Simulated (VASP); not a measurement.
Set up this calculation in VASP 6.6.1, as the native input.

- Task: single point
- Functional: PBE
- Potentials or basis: VASP PAW PBE potentials, release 64 (Co, Al)
- Cutoff: 520 eV
- k mesh: 14 × 14 × 14
- Occupations: fermi-dirac, width 0.08 eV
- Spin: no spin polarisation
- Dipole correction: no
- Further INCAR settings: ALGO = Normal; EDIFF = 1e-06; NBANDS = 13

The structure of AlCo (CsCl type) lies in POSCAR:

```
AlCo
1.0
    2.5565320088      0.0000000000      0.0000000000
    0.0000000000      2.5565320088      0.0000000000
    0.0000000000      0.0000000000      2.5565320088
Co Al
1 1
Direct
    0.0000000000      0.0000000000      0.0000000000
    0.5000000000      0.5000000000      0.5000000000
```

This cell differs from its parent crystal: volume scaled by 0.72.

One way to write it, as run:

INCAR

```
SYSTEM = AlCo
ALGO     = Normal         ! electronic algorithm
EDIFF    = 1E-6           ! SCF threshold, eV
ENCUT    = 520            ! plane-wave cutoff, eV
GGA      = PE             ! functional
ISIF     = 2              ! what is computed and relaxed
ISMEAR   = -1             ! smearing method
LASPH    = .TRUE.         ! aspherical terms in the spheres
LCHARG   = .FALSE.        ! write CHGCAR
LREAL    = .FALSE.        ! projectors in reciprocal space
LWAVE    = .FALSE.        ! write WAVECAR
NBANDS   = 13             ! bands
NELM     = 80             ! most SCF steps
PREC     = Accurate       ! precision mode
SIGMA    = 0.08           ! smearing width, eV
```

KPOINTS

```
k-points
0
G
  14 14 14
  0 0 0
```

Potentials or basis: VASP PAW PBE potentials, release 64 (Co, Al).

The run is started by

```sh
$ cat potpaw_PBE.64/Co/POTCAR potpaw_PBE.64/Al/POTCAR > POTCAR
$ mpirun -np 1 vasp_std > vasp.out
```

Results of the run:

- Pressure: 117.9 GPa
- Band gap on the k mesh: zero (band 6 reaches 18.11 eV, above the bottom of band 7 at 15.34 eV)

Wall time 33 s on 1 thread of Intel Xeon 8259CL, on a shared host, peak memory 0.15 GiB.
